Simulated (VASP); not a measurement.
Wanted: the native input for a VASP 6.6.1 run.

```
Task                   : single point
Functional             : PBEsol
Potentials or basis    : VASP PAW PBE potentials, release 64 (Cu)
Cutoff                 : 520 eV
k mesh                 : 18 × 18 × 20
Occupations            : gaussian, width 0.1 eV
Spin                   : no spin polarisation
Dipole correction      : no
Further INCAR settings : ALGO = Fast; EDIFF = 1e-06; NBANDS = 18
```

The structure of Cu lies in POSCAR:

```
Cu
1.0
    2.8901834593      0.0000000000      0.0000000000
    0.0000000000      2.8901834593      0.0000000000
    0.0000000000      0.0000000000      2.6384139662
Cu
2
Direct
    0.0000000000      0.0000000000      0.0000000000
    0.5000000000      0.5000000000      0.5000000000
```

This cell differs from its parent crystal: strain along c alone, the other axes held: -3.0 %.

These files were run (other wordings do the same):

INCAR

```
SYSTEM = Cu
ALGO = Fast ; EDIFF = 1E-6
ENCUT = 520 ; GGA = PS
ISIF = 2 ; ISMEAR = 0
LASPH = .TRUE. ; LCHARG = .FALSE.
LREAL = .FALSE. ; LWAVE = .FALSE.
NBANDS = 18 ; NELM = 80
PREC = Accurate ; SIGMA = 0.1
```

KPOINTS

```
k-points
0
G
  18 18 20
  0 0 0
```

Potentials or basis: VASP PAW PBE potentials, release 64 (Cu).

Launch:

```console
$ cat potpaw_PBE.64/Cu/POTCAR > POTCAR
$ mpirun -np 1 vasp_std > vasp.out
```

It gave:

```json
{"Pressure": "7.4 GPa", "Band gap on the k mesh": "zero (bands 11 and 12 overlap by 7.93 eV)"}
```

Caveat: the cell differs from its parent crystal (strain along c alone, the other axes held: -3.0 %); the cell stands under pressure; the PAW data sets were made with another functional, which shifts forces and pressure a little.

Wall time 3.4 min on 1 thread of AMD EPYC 9R14 (Zen 4), on a shared host, peak memory 0.26 GiB.
